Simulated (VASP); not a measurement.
# WSe2 (P6mm) in VASP: further runs

The runs below take WSe2 through single point, with PBE.

Everything below comes from runs of VASP 6.6.1. Logs are shortened: lines on timing, memory, paths and dates and some standing lists are left out, and cuts for length are marked.

## 1. The cell of the first run

It takes space group P6mm (No. 183, hexagonal). The conventional cell has a = 4.436 Å, b = 4.436 Å, c = 9.003 Å, α = 90.00°, β = 90.00°, γ = 120.00°. W (site symmetry 3m) has 3 W at 2.56 Å and 6 Se at 2.57 to 3.28 Å within 3.4 Å. Se (site symmetry 6mm) has 6 W at 2.57 Å within 3.4 Å. Se (site symmetry 2mm) has 4 Se at 2.22 Å within 2.9 Å.

The cell was built from a structure type or drawn by symmetry, and may not be a known phase.

## 2. Single point, PBE

The input, INCAR:

```
SYSTEM = WSe2
PREC = Accurate
ENCUT = 520
EDIFF = 1E-6
ISMEAR = 0
SIGMA = 0.1
LREAL = .False.
LASPH = .True.
NELM = 60
ALGO = Normal
ISIF = 2
LWAVE = .False.
LCHARG = .False.
GGA = PE
NBANDS = 35
```

The input, KPOINTS:

```
Automatic mesh
0
Gamma
  6 6 2
  0 0 0
```

The input, POSCAR:

```
WSe2
1.0
    4.4357460900      0.0000000000      0.0000000000
   -2.2178730500      3.8414688000      0.0000000000
    0.0000000000      0.0000000000      9.0034339900
W Se
2 4
Direct
    0.3333333300      0.6666666700      0.9070955700
    0.6666666700      0.3333333300      0.9070955700
    0.0000000000      0.0000000000      0.8877121100
    0.5000000000      0.0000000000      0.2428639500
    0.0000000000      0.5000000000      0.2428639500
    0.5000000000      0.5000000000      0.2428639500
```

Potentials or basis: VASP PAW PBE potentials, release 64 (W_sv, Se).

Started as:

```console
$ cat potpaw_PBE.64/W_sv/POTCAR potpaw_PBE.64/Se/POTCAR > POTCAR
$ mpirun -np 1 vasp_std > vasp.out
```

OUTCAR:

```text
SYSTEM = WSe2
   PREC = Accurate
   ENCUT = 520
   EDIFF = 1E-6
   ISMEAR = 0
   LREAL = .False.
   LASPH = .True.
   NELM = 60
   ISIF = 2
   GGA = PE

 ion  position               nearest neighbor table
   1  0.333  0.667  0.907-   2 2.56   2 2.56   2 2.56   3 2.57   3 2.57   3 2.57
   2  0.667  0.333  0.907-   1 2.56   1 2.56   1 2.56   3 2.57   3 2.57   3 2.57
   3  0.000  0.000  0.888-   1 2.57   2 2.57   2 2.57   1 2.57   2 2.57   1 2.57
   4  0.500  0.000  0.243-   5 2.22   5 2.22   6 2.22   6 2.22
   5  0.000  0.500  0.243-   4 2.22   4 2.22   6 2.22   6 2.22
   6  0.500  0.500  0.243-   5 2.22   5 2.22   4 2.22   4 2.22

  LATTYP: Found a hexagonal cell.
 ALAT       =     4.4357460900
 C/A-ratio  =     2.0297451223

  Lattice vectors:

 A1 = (   4.4357460900,   0.0000000000,   0.0000000000)
 A2 = (  -2.2178730500,   3.8414688000,   0.0000000000)
 A3 = (   0.0000000000,   0.0000000000,   9.0034339900)

Analysis of symmetry for initial positions (statically):
=====================================================================
 Subroutine PRICEL returns:
 Original cell was already a primitive cell.

 Routine SETGRP: Setting up the symmetry group for a
 hexagonal supercell.

 Subroutine GETGRP returns: Found 12 space group operations
 (whereof 12 operations were pure point group operations)
 out of a pool of 24 trial point group operations.

The static configuration has the point symmetry C_6v.

Analysis of symmetry for dynamics (positions and initial velocities):
=====================================================================
 Subroutine PRICEL returns:
 Original cell was already a primitive cell.

 Routine SETGRP: Setting up the symmetry group for a
 hexagonal supercell.

 Subroutine GETGRP returns: Found 12 space group operations
 (whereof 12 operations were pure point group operations)
 out of a pool of 24 trial point group operations.

The dynamic configuration has the point symmetry C_6v.

 Subroutine INISYM returns: Found 12 space group operations
 (whereof 12 operations are pure point group operations),
 and found     1 'primitive' translations

----------------------------------------------------------------------------------------

                                     Primitive cell
[... 87 lines left out ...]
   NELM   =     60;   NELMIN=  2; NELMDL= -5     # of ELM steps
   EDIFF  = 0.1E-05   stopping-criterion for ELM
   LREAL  =      F    real-space projection
   EDIFFG = 0.1E-04   stopping-criterion for IOM
   NSW    =      0    number of steps for IOM
   IBRION =     -1    ionic relax: 0-MD 1-quasi-New 2-CG
   NFREE  =      0    steps in history (QN), initial steepest desc. (CG)
   ISIF   =      2    stress and relaxation
   ISYM   =      2    0-nonsym 1-usesym 2-fastsym
   POTIM  = 0.5000    time-step for ionic-motion
   TEBEG  =    0.0;   TEEND  =   0.0 temperature during run
   PSTRESS=    0.0 pullay stress
   NELECT =      52.0000    total number of electrons
   NUPDOWN=      -1.0000    fix difference up-down
   EMIN   =  10.00;   EMAX   =-10.00  energy-range for DOS
   EFERMI =   0.00;   METHOD = LEGACY
   ISMEAR =     0;   SIGMA  =   0.10  broadening in eV -4-tet -1-fermi 0-gaus
   EFERMI_NEDOS =   21; number of points for ismear=-14 and -15
   IALGO  =     38    algorithm
   IMIX   =      4    mixing-type and parameters
     AMIX     =   0.40;   BMIX     =  1.00
     AMIX_MAG =   1.60;   BMIX_MAG =  1.00
  volume/ion in A,a.u.               =      25.57       172.55
  Fermi-wavevector in a.u.,A,eV,Ry     =   1.141437  2.157003 17.726732  1.302878
  Thomas-Fermi vector in A             =   2.278137
   LORBIT       =      0    0 simple, 1 ext, 2 COOP (PROOUT), +10 PAW based schemes
   GGA     = PE    functional components
   LHFCALC =     F    Hartree Fock is set to
   AEXX    =    0.0000 exact exchange contribution
   IVDW    =     0    specifies the selected vdW correction
   LEPSILON=     F    determine dielectric tensor
   LRPA    =     F    only Hartree local field effects (RPA)
 non-spin polarized calculation
 Gauss-broadening in eV      SIGMA  =   0.10
  energy-cutoff  :      520.00
  volume of cell :      153.42
 maximum number of plane-waves:      4176
 NGX is ok and might be reduce to    36
   NGX = 17   NGY = 17   NGZ = 33

 number of electron      52.0000001 magnetization

 Free energy of the ion-electron system (eV)
  ---------------------------------------------------
  ext. energy  EPLUGINS =         0.00000000
  ---------------------------------------------------
  free energy    TOTEN  =       -27.87328844 eV

  energy without entropy =      -27.84261508  energy(sigma->0) =      -27.85795176

 E-fermi :   4.4813     XC(G=0):  -8.8806

 val. band max:        4.4608000896   @ k =   0.3333   0.1667   0.5000
 cond. band min:       4.5016685562   @ k =   0.3333   0.1667   0.0000
 fundamental gap:      0.0408684666
 Fermi energy:         4.4813391183

 k-point     1 :       0.0000    0.0000    0.0000
  band No.  band energies     occupation
      1     -69.3867      2.00000
      2     -69.1852      2.00000
      3     -34.0942      2.00000
      4     -34.0942      2.00000
      5     -33.8171      2.00000
      6     -33.5387      2.00000
[... 521 lines left out ...]
     34       9.4350      0.00000
     35       9.5207      0.00000

------------------------ aborting loop because EDIFF is reached ----------------------------------------

  FORCE on cell =-STRESS in cart. coord.  units (eV):
  Direction    XX          YY          ZZ          XY          YZ          ZX
  --------------------------------------------------------------------------------------
  -------------------------------------------------------------------------------------
  Total       44.3413406     44.3413406      0.2064554     -0.0000001      0.0000000      0.0000000
  in kB      463.0706207    463.0706210      2.1560793     -0.0000006      0.0000000      0.0000000
  external PRESSURE =     309.4324403 kB  Pullay stress =       0.0000000 kB

 VOLUME and BASIS-vectors are now :
 -----------------------------------------------------------------------------
  energy-cutoff  :      520.00
  volume of cell :      153.42
      direct lattice vectors                 reciprocal lattice vectors
     4.435746090  0.000000000  0.000000000     0.225441218  0.130158548  0.000000000
    -2.217873050  3.841468800  0.000000000     0.000000000  0.260317095  0.000000000
     0.000000000  0.000000000  9.003433990     0.000000000  0.000000000  0.111068732

 POSITION                                       TOTAL-FORCE (eV/Angst)
 -----------------------------------------------------------------------------------
     -0.00000      2.56098      8.16698         0.000000      0.000000      0.435357
      2.21787      1.28049      8.16698        -0.000000     -0.000000      0.435357
      0.00000      0.00000      7.99246        -0.000000     -0.000000     -0.954911
      2.21787      0.00000      2.18661         0.000000     -0.000000      0.028065
     -1.10894      1.92073      2.18661         0.000000     -0.000000      0.028065
      1.10894      1.92073      2.18661        -0.000000     -0.000000      0.028065
 -----------------------------------------------------------------------------------
    total drift:                                0.000000      0.000000      0.000547

  FREE ENERGIE OF THE ION-ELECTRON SYSTEM (eV)
  ---------------------------------------------------
  free  energy   TOTEN  =       -27.8732884421 eV

  energy  without entropy=      -27.8426150771  energy(sigma->0) =      -27.85795176
```

stdout:

```text
POSCAR found type information on POSCAR W Se
 POSCAR found :  2 types and       6 ions
 scaLAPACK will be used
 LDA part: xc-table for (Slater+PW92), standard interpolation
 POSCAR, INCAR and KPOINTS ok, starting setup
 FFT: planning ... GRIDC
 FFT: planning ... GRID_SOFT
 FFT: planning ... GRID
 WAVECAR not read
 entering main loop
```

Run time: 47 s. Hardware: 1 thread of Intel Xeon 6975P-C (Granite Rapids), shared host; peak memory 0.31 GiB.

Results:

```
Free energy            : -27.8733 eV
Pressure               : 30.9 GPa
Largest force          : 0.955 eV/Å
Band gap on the k mesh : zero (bands 26 and 27 overlap by 0.45 eV)
```

Forces in eV/Å, atoms in the order of the input:
```
W    0.000  0.000  0.435
W    0.000  0.000  0.435
Se   0.000  0.000 -0.955
Se   0.000  0.000  0.028
Se   0.000  0.000  0.028
Se   0.000  0.000  0.028
```

Stress tensor (GPa, compression positive):
```
46.31  0.00  0.00
 0.00 46.31  0.00
 0.00  0.00  0.22
```

Levels at points of the mesh, in eV from the Fermi level:
| k point | band 24 | band 25 | band 26 | band 27 | band 28 | band 29 |
| --- | --- | --- | --- | --- | --- | --- |
| (0.00, 0.00, 0.00) | -0.71 | -0.71 | 0.36 | 0.36 | 0.87 | 0.99 |
| (0.50, 0.00, 0.00) | -0.52 | -0.52 | -0.31 | 0.25 | 0.37 | 0.63 |
| (0.00, 0.00, 0.50) | -0.71 | -0.71 | 0.35 | 0.35 | 0.86 | 0.99 |
| (0.50, 0.00, 0.50) | -0.52 | -0.47 | -0.32 | 0.25 | 0.37 | 0.73 |

Caveat: the cell stands under pressure; spin-orbit coupling is left out, which moves the levels of the heavy elements.

## 3. Single point, PBE

This run uses another cell than the first one, of 32.08 Å³/atom.

The input, INCAR:

```
SYSTEM = WSe2
PREC = Accurate ; ENCUT = 520
EDIFF = 1E-7 ; ISMEAR = 0
SIGMA = 0.1 ; LREAL = .FALSE.
LASPH = .TRUE. ; NELM = 100
ALGO = Normal ; ISIF = 2
LWAVE = .FALSE. ; LCHARG = .FALSE.
GGA = PE ; NBANDS = 35
```

The input, KPOINTS:

```
Automatic mesh
0
G
  6 6 2
  0 0 0
```

The input, POSCAR:

```
WSe2
1.0
    5.1757048568      0.0000000034      0.0000000000
   -2.5878524313      4.4822918868      0.0000000000
    0.0000000000      0.0000000000      8.2962291856
W Se
2 4
Direct
    0.3333333333      0.6666666667      0.9644554329
    0.6666666667      0.3333333333      0.9644554329
    0.0000000000      0.0000000000      0.8588565532
    0.5000000000      0.0000000000      0.2142425604
    0.0000000000      0.5000000000      0.2142425604
    0.5000000000      0.5000000000      0.2142425604
```

Potentials or basis: VASP PAW PBE potentials, release 64 (W_sv, Se).

Started as:

```console
$ cat potpaw_PBE.64/W_sv/POTCAR potpaw_PBE.64/Se/POTCAR > POTCAR
$ mpirun -np 1 vasp_std > vasp.out
```

Run time: 64 s. Hardware: 1 thread of Intel Xeon 6975P-C (Granite Rapids), shared host; peak memory 0.34 GiB.

The run converged. Its results:

* Free energy: -34.7192 eV
* Pressure: 0.2 GPa
* Largest force: 0.036 eV/Å
* Band gap on the k mesh: zero (bands 26 and 27 overlap by 0.34 eV)

Forces in eV/Å, atoms in the order of the input:
```
W    0.000  0.000 -0.036
W    0.000  0.000 -0.036
Se   0.000  0.000  0.007
Se   0.000  0.000  0.022
Se   0.000  0.000  0.022
Se   0.000  0.000  0.022
```

Stress tensor (GPa, compression positive):
```
 0.32  0.00  0.00
 0.00  0.32  0.00
 0.00  0.00 -0.04
```

Levels at points of the mesh, in eV from the Fermi level:
```tsv
k point	band 24	band 25	band 26	band 27	band 28	band 29
(0.00, 0.00, 0.00)	-1.33	0.13	0.13	0.15	0.35	1.60
(0.50, 0.00, 0.00)	-1.69	-1.15	-0.64	-0.03	0.24	0.96
(0.00, 0.00, 0.50)	-1.26	0.13	0.13	0.13	0.41	1.60
(0.50, 0.00, 0.50)	-1.73	-1.15	-0.66	-0.05	0.24	0.96
```

Caveat: the k points lie up to 0.38 Å⁻¹ apart; spin-orbit coupling is left out, which moves the levels of the heavy elements; this functional lacks dispersion, which binds the layers, so the pressure and a relaxed spacing across them are unreliable.

## 4. Single point, PBE, collinear spin, zero start

The input, INCAR:

```
SYSTEM = WSe2
PREC     = Accurate       ! precision mode
ENCUT    = 520            ! plane-wave cutoff, eV
EDIFF    = 1E-6           ! SCF threshold, eV
ISMEAR   = 0              ! smearing method
SIGMA    = 0.1            ! smearing width, eV
LREAL    = .FALSE.        ! projectors in reciprocal space
LASPH    = .TRUE.         ! aspherical terms in the spheres
NELM     = 150            ! most SCF steps
ALGO     = Normal         ! electronic algorithm
ISIF     = 2              ! what is computed and relaxed
LWAVE    = .FALSE.        ! write WAVECAR
LCHARG   = .FALSE.        ! write CHGCAR
ISPIN    = 2              ! spin polarisation
MAGMOM   = 0 0 0 0 0 0    ! initial moments
LORBIT   = 11             ! projections on sites
LMAXMIX  = 4              ! l up to which the mixer works
GGA      = PE             ! functional
NBANDS   = 39             ! bands
```

KPOINTS is that of step 3.

The input, POSCAR:

```
WSe2
1.0
    4.4357460900      0.0000000000      0.0000000000
   -2.2178730500      3.8414688000      0.0000000000
    0.0000000000      0.0000000000      9.0034339900
W Se
2 4
Direct
    0.3333333300      0.6666666700      0.9070955700
    0.6666666700      0.3333333300      0.9070955700
    0.0000000000      0.0000000000      0.8877121100
    0.5000000000      0.0000000000      0.2428639500
    0.0000000000      0.5000000000      0.2428639500
    0.5000000000      0.5000000000      0.2428639500
```

Started as:

```console
$ cat potpaw_PBE.64/W_sv/POTCAR potpaw_PBE.64/Se/POTCAR > POTCAR
$ mpirun -np 1 vasp_std > vasp.out
```

Run time: 2.1 min. Hardware: 1 thread of Intel Xeon 6975P-C (Granite Rapids), shared host; peak memory 0.41 GiB.

The run converged. Its results:

| Item | Value |
| --- | --- |
| Free energy | -27.8733 eV |
| Pressure | 30.9 GPa |
| Largest force | 0.955 eV/Å |
| Band gap on the k mesh | zero (filled and empty bands overlap) |
| Net moment | 0.00 μB per cell |
| Valence electrons inside the program's atomic spheres | W 12.18; Se 3.92, 4.16 (each value once) |

Forces on the atoms (eV/Å):
```
W    0.000  0.000  0.435
W    0.000  0.000  0.435
Se   0.000  0.000 -0.955
Se   0.000  0.000  0.028
Se   0.000  0.000  0.028
Se   0.000  0.000  0.028
```

Stress tensor (GPa, compression positive):
```
46.31  0.00  0.00
 0.00 46.31  0.00
 0.00  0.00  0.21
```

Levels at points of the mesh, in eV from the Fermi level:
Spin up:
```tsv
k point	band 23	band 24	band 25	band 26	band 27	band 28	band 29	band 30
(0.00, 0.00, 0.00)	-0.97	-0.71	-0.71	0.36	0.36	0.87	0.99	0.99
(0.50, 0.00, 0.00)	-1.21	-0.52	-0.52	-0.31	0.25	0.37	0.63	1.11
(0.00, 0.00, 0.50)	-0.88	-0.71	-0.71	0.35	0.35	0.86	0.99	0.99
(0.50, 0.00, 0.50)	-1.23	-0.52	-0.47	-0.32	0.25	0.37	0.73	1.13
```
Spin down:
| k point | band 22 | band 23 | band 24 | band 25 | band 26 | band 27 | band 28 | band 29 | band 30 | band 31 |
| --- | --- | --- | --- | --- | --- | --- | --- | --- | --- | --- |
| (0.00, 0.00, 0.00) | -1.30 | -0.97 | -0.71 | -0.71 | 0.36 | 0.36 | 0.87 | 0.99 | 0.99 | 1.85 |
| (0.50, 0.00, 0.00) | -1.78 | -1.21 | -0.52 | -0.52 | -0.31 | 0.25 | 0.37 | 0.63 | 1.11 | 1.55 |
| (0.00, 0.00, 0.50) | -1.16 | -0.88 | -0.71 | -0.71 | 0.35 | 0.35 | 0.86 | 0.99 | 0.99 | 1.88 |
| (0.50, 0.00, 0.50) | -1.79 | -1.23 | -0.52 | -0.47 | -0.32 | 0.25 | 0.37 | 0.73 | 1.13 | 1.55 |

Caveat: the cell stands under pressure; spin-orbit coupling is left out, which moves the levels of the heavy elements.

## 5. Single point, PBE

This run uses another cell than the first one, of 22.84 Å³/atom.

The input, INCAR:

```
SYSTEM = WSe2
PREC = Accurate ; ENCUT = 520
EDIFF = 1E-6 ; ISMEAR = 0
SIGMA = 0.1 ; LREAL = .FALSE.
LASPH = .TRUE. ; NELM = 80
ALGO = Normal ; ISIF = 2
LWAVE = .FALSE. ; LCHARG = .FALSE.
GGA = PE ; NBANDS = 35
```

The input, KPOINTS:

```
Automatic mesh
0
G
  12 12 6
  0 0 0
```

The input, POSCAR:

```
WSe2
1.0
    5.2003201848      0.0000000000      0.0000000000
   -2.6001600924      4.5036093879      0.0000000000
    0.0000000000      0.0000000000      5.8516599783
W Se
2 4
Direct
    0.3333333333      0.6666666667      0.9175875820
    0.6666666667      0.3333333333      0.9175875820
    0.0000000000      0.0000000000      0.7823381793
    0.5000000000      0.0000000000      0.2709939189
    0.0000000000      0.5000000000      0.2709939189
    0.5000000000      0.5000000000      0.2709939189
```

Started as:

```console
$ cat potpaw_PBE.64/W_sv/POTCAR potpaw_PBE.64/Se/POTCAR > POTCAR
$ mpirun -np 1 vasp_std > vasp.out
```

Run time: 3 min. Hardware: 1 thread of Intel Xeon 6975P-C (Granite Rapids), shared host; peak memory 0.44 GiB.

It converged, with:

| Quantity | Value |
| --- | --- |
| Free energy | -34.8227 eV |
| Pressure | 0.2 GPa |
| Largest force | 0.046 eV/Å |
| Band gap on the k mesh | zero (bands 26 and 27 overlap by 0.57 eV) |

Forces on the atoms (eV/Å):
```
W    0.000  0.000 -0.046
W    0.000  0.000 -0.046
Se   0.000  0.000 -0.002
Se   0.000  0.000  0.031
Se   0.000  0.000  0.031
Se   0.000  0.000  0.031
```

Levels at points of the mesh, in eV from the Fermi level:
```tsv
k point	band 24	band 25	band 26	band 27	band 28	band 29
(0.00, 0.00, 0.00)	-1.29	0.04	0.04	0.06	0.74	1.73
(0.50, 0.00, 0.00)	-1.47	-1.06	-0.32	0.20	0.36	0.88
(0.00, 0.00, 0.50)	-0.86	-0.38	0.32	0.32	1.10	1.36
(0.50, 0.00, 0.50)	-1.75	-1.06	-0.58	-0.15	0.29	0.93
```

Caveat: spin-orbit coupling is left out, which moves the levels of the heavy elements.

## 6. Single point, PBE

This run uses another cell than the first one, of 22.84 Å³/atom.

The input, INCAR:

```
ALGO     = Normal         # electronic algorithm
EDIFF    = 1E-6           # SCF threshold, eV
ENCUT    = 520            # plane-wave cutoff, eV
GGA      = PE             # functional
ISIF     = 2              # what is computed and relaxed
ISMEAR   = 0              # smearing method
LASPH    = T              # aspherical terms in the spheres
LCHARG   = F              # write CHGCAR
LREAL    = F              # projectors in reciprocal space
LWAVE    = F              # write WAVECAR
NBANDS   = 35             # bands
NELM     = 60             # most SCF steps
PREC     = Accurate       # precision mode
SIGMA    = 0.1            # smearing width, eV
```

The input, KPOINTS:

```
k-points
0
Gamma
  12 12 6
```

POSCAR is that of step 5.

Potentials or basis: VASP PAW PBE potentials, release 64 (W_sv, Se).

Started as:

```console
$ cat potpaw_PBE.64/W_sv/POTCAR potpaw_PBE.64/Se/POTCAR > POTCAR
$ mpirun -np 1 vasp_std > vasp.out
```

Run time: 3.1 min. Hardware: 1 thread of Intel Xeon 6975P-C (Granite Rapids), shared host; peak memory 0.44 GiB.

It converged, with:

```
Free energy            : -34.8227 eV
Pressure               : 0.2 GPa
Largest force          : 0.046 eV/Å
Band gap on the k mesh : zero (bands 26 and 27 overlap by 0.57 eV)
```

Forces on the atoms (eV/Å):
```
W    0.000  0.000 -0.046
W    0.000  0.000 -0.046
Se   0.000  0.000 -0.002
Se   0.000  0.000  0.031
Se   0.000  0.000  0.031
Se   0.000  0.000  0.031
```

Levels at points of the mesh, in eV from the Fermi level:
```csv
k point,band 23,band 24,band 25,band 26,band 27,band 28,band 29,band 30
"(0.00, 0.00, 0.00)",-1.29,-1.29,0.04,0.04,0.06,0.74,1.73,1.73
"(0.50, 0.00, 0.00)",-2.32,-1.47,-1.06,-0.32,0.20,0.36,0.88,1.24
"(0.00, 0.00, 0.50)",-1.25,-0.86,-0.38,0.32,0.32,1.10,1.36,1.36
"(0.50, 0.00, 0.50)",-1.84,-1.75,-1.06,-0.58,-0.15,0.29,0.93,1.00
```

Caveat: spin-orbit coupling is left out, which moves the levels of the heavy elements.

## 7. Summary

```csv
spin,cell,k mesh,gap on the mesh (eV),pressure (GPa),largest force (eV/Å)
off,"a = 4.436, b = 4.436, c = 9.003 Å, angles 90.0, 90.0, 120.0°, 6 atoms, atomic positions A",6 × 6 × 2,none,30.9,0.95
off,"a = 5.176, b = 5.176, c = 8.296 Å, angles 90.0, 90.0, 120.0°, 6 atoms, atomic positions B",6 × 6 × 2,none,0.2,0.04
"collinear, zero start","a = 4.436, b = 4.436, c = 9.003 Å, angles 90.0, 90.0, 120.0°, 6 atoms, atomic positions A",6 × 6 × 2,none,30.9,0.95
off,"a = 5.200, b = 5.200, c = 5.852 Å, angles 90.0, 90.0, 120.0°, 6 atoms, atomic positions C",12 × 12 × 6,none,0.2,0.05
```

Alike in all rows: task single point; level PBE; potentials or basis VASP PAW PBE potentials, release 64 (W_sv, Se); cutoff (eV) 520; smearing gaussian 0.1 eV.

Caveats: some runs use coarse meshes; spin-orbit coupling is left out, which moves the levels of the heavy elements; the cell stands under pressure (at least some runs); this functional lacks dispersion, which binds the layers, so the pressure and a relaxed spacing across them are unreliable (at least some runs).

Absolute energies hang on the potentials; compare differences alone.
